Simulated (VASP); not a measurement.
Write the native input for VASP 6.6.1 that does the following.

```yaml
Task: dielectric tensor
Functional: r2SCAN
Potentials_or_basis: VASP PAW PBE potentials, release 64 (Sr_sv, O)
Cutoff: 520 eV
k_mesh: 8 × 8 × 8
Occupations: gaussian, width 0.01 eV
Spin: no spin polarisation
Dipole_correction: no
Further_INCAR_settings: ALGO = Normal; EDIFF = 1e-08
```

The structure of SrO lies in POSCAR:

```
SrO
1.0
    0.0000000000      2.6056912491      2.6056912491
    2.6056912491      0.0000000000      2.6056912491
    2.6056912491      2.6056912491      0.0000000000
Sr O
1 1
Direct
    0.0000000000      0.0000000000      0.0000000000
    0.5000000000      0.5000000000      0.5000000000
```

This cell differs from its parent crystal: strain +1.0%.

One way to write it, as run:

INCAR

```
ALGO     = Normal         # electronic algorithm
EDIFF    = 1E-8           # SCF threshold, eV
ENCUT    = 520            # plane-wave cutoff, eV
ISIF     = 2              # what is computed and relaxed
ISMEAR   = 0              # smearing method
LASPH    = True           # aspherical terms in the spheres
LCALCEPS = True         
LCHARG   = False          # write CHGCAR
LMIXTAU  = True         
LREAL    = False          # projectors in reciprocal space
LWAVE    = False          # write WAVECAR
METAGGA  = R2SCAN         # meta-GGA
NELM     = 60             # most SCF steps
PREC     = Accurate       # precision mode
SIGMA    = 0.01           # smearing width, eV
```

KPOINTS

```
k-points
0
Gamma
  8 8 8
```

Potentials or basis: VASP PAW PBE potentials, release 64 (Sr_sv, O).

Launch:

```console
$ cat potpaw_PBE.64/Sr_sv/POTCAR potpaw_PBE.64/O/POTCAR > POTCAR
$ mpirun -np 1 vasp_std > vasp.out
```

It gave:

The band gap on the k mesh is 3.76 eV, indirect (least direct gap 3.87 eV). The electronic dielectric tensor (diagonal) is 3.50 and the born charges (mean of the diagonal) is Sr +2.40; O -2.40 e.

Caveat: the cell differs from its parent crystal (strain +1.0%).

Wall time 27 min on 1 thread of Intel(R) Xeon(R) 6975P-C (Granite Rapids), on a shared host, peak memory 0.41 GiB.
